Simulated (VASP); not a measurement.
## InSe: single point with PBE

Crystal: InSe.

```
In Se
1.0
     2.02334    1.16818    8.60852
    -2.02334    1.16818    8.60852
     0.00000   -2.33635    8.60852
In Se
2 2
Direct
  0.11035 0.11035 0.11035
  0.00183 0.00183 0.00183
  0.61971 0.61971 0.61971
  0.82581 0.82581 0.82581
```

```json
{"Program": "VASP 6.6.1", "Task": "single point", "Functional": "PBE", "Potentials or basis": "VASP PAW PBE potentials, release 64 (In_d, Se)", "Cutoff": "500 eV", "k mesh": "6 × 6 × 6", "Occupations": "gaussian, width 0.1 eV", "Spin": "no spin polarisation"}
```

The pressure is 1.6 GPa. The largest force is 0.192 eV/Å and the band gap on the k mesh is 0.43 eV, direct.

Forces in eV/Å, atoms in the order of the input:
```
In   0.000  0.000 -0.136
In   0.000  0.000  0.139
Se   0.000  0.000 -0.192
Se   0.000  0.000  0.190
```

Stress tensor (GPa, compression positive):
```
1.67 0.00 0.00
0.00 1.67 0.00
0.00 0.00 1.53
```

Levels at points of the mesh, in eV from the valence-band top:
| k point | band 17 | band 18 | band 19 | band 20 | band 21 | band 22 |
| --- | --- | --- | --- | --- | --- | --- |
| (0.00, 0.00, 0.00) | -1.24 | -1.21 | -1.21 | 1.51 | 2.05 | 4.31 |
| (0.50, 0.00, 0.00) | -2.21 | -2.21 | -1.60 | 1.32 | 1.92 | 3.73 |
| (0.50, 0.50, 0.00) | -2.39 | -2.02 | -1.45 | 1.30 | 1.94 | 3.41 |
| (0.50, 0.50, 0.50) | -1.13 | -1.13 | 0.00 | 0.43 | 2.09 | 4.26 |

Wall time 15 min on 1 thread of AMD EPYC 7R13, on a shared host, peak memory 0.63 GiB.

Caveat: spin-orbit coupling is left out, which moves the levels of the heavy elements. A k mesh can miss the band edges.
